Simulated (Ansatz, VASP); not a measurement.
# Two plane-wave programs on BaTiO3

Contents of POSCAR:

```
BaTiO3
1.0
    2.8399983158      1.6396737921      2.3313532671
   -2.8399983158      1.6396737921      2.3313532671
    0.0000000000     -3.2793475843      2.3313532671
Ba Ti O
1 1 3
Direct
   -0.0032057792     -0.0032057792     -0.0032057792
    0.4833346603      0.4833346603      0.4833346603
    0.5098255442      0.5098255442      0.0194200304
    0.0194200304      0.5098255442      0.5098255442
    0.5098255442      0.0194200304      0.5098255442
```

File INCAR.step1:

```
  PREC = Accurate
  ENCUT = 520
  ISMEAR = 0
  SIGMA = 0.01
  LREAL = False
  LASPH = True
  NELM = 60
  NBANDS = 28
  GGA = PE
  ALGO = Normal
  EDIFF = 1E-4
  LWAVE = True
  LCHARG = False
```

File INCAR.step2:

```
  PREC = Accurate
  ENCUT = 520
  EDIFF = 1E-7
  ISMEAR = 0
  SIGMA = 0.01
  LREAL = False
  LASPH = True
  NELM = 60
  ALGO = Normal
  ISIF = 2
  LWAVE = False
  LCHARG = True
  METAGGA = R2SCAN
  LMIXTAU = True
  LELF = True
  LVHAR = True
  NBANDS = 28
  ISTART = 1
```

File KPOINTS:

```
regular mesh
0
Gamma
  6 6 6
```

Input for Ansatz:

```yaml
crystal:
  lattice:
    - [2.8399983158, 1.6396737921, 2.3313532671]
    - [-2.8399983158, 1.6396737921, 2.3313532671]
    - [0.0, -3.2793475843, 2.3313532671]
  atoms:
    - { symbol: Ba, position: [-0.0032057792, -0.0032057792, -0.0032057792] }
    - { symbol: Ti, position: [0.4833346603, 0.4833346603, 0.4833346603] }
    - { symbol: O, position: [0.5098255442, 0.5098255442, 0.0194200304] }
    - { symbol: O, position: [0.0194200304, 0.5098255442, 0.5098255442] }
    - { symbol: O, position: [0.5098255442, 0.0194200304, 0.5098255442] }
kpoints:
  mp_grid: { grid: [6, 6, 6] }
hamiltonian:
  xc: r2scan
scf:
  occupations: { method: fixed }
  n_extra_bands: 5
output:
  forces: true
  stress: true
  eigenvalues: true
```

Alike in both runs: task single point; functional r2SCAN; k mesh 6 × 6 × 6; no spin polarisation.

|  | VASP | Ansatz |
| --- | --- | --- |
| version | VASP 6.6.1 | Ansatz 0.2.0 |
| potentials or method | VASP PAW PBE potentials, release 64 (Ba_sv, Ti_sv, O) | plane waves, PAW |
| plane-wave cutoff (eV) | 520 | 500 |
| occupations | gaussian, width 0.01 eV | fixed |
| valence electrons in the cell | 40 | 40 |

|  | VASP | Ansatz | Ansatz less VASP |
| --- | --- | --- | --- |
| gap on the k mesh at the Fermi level (eV) | 2.85 | 2.87 | +0.020 |
| pressure (GPa) | 1.9 | 0.0 | -1.91 |
| traceless stress, the component that is largest in VASP (GPa) | -0.09 | 0.00 | +0.091 |
| rms of the force components (eV/Å) | 0.065 | 0.000 | -0.0645 |

VASP's potentials were made for PBE, not for r2SCAN. Atom by atom the forces differ by 0.065 eV/Å (rms over components).

Spin-orbit coupling is off throughout.
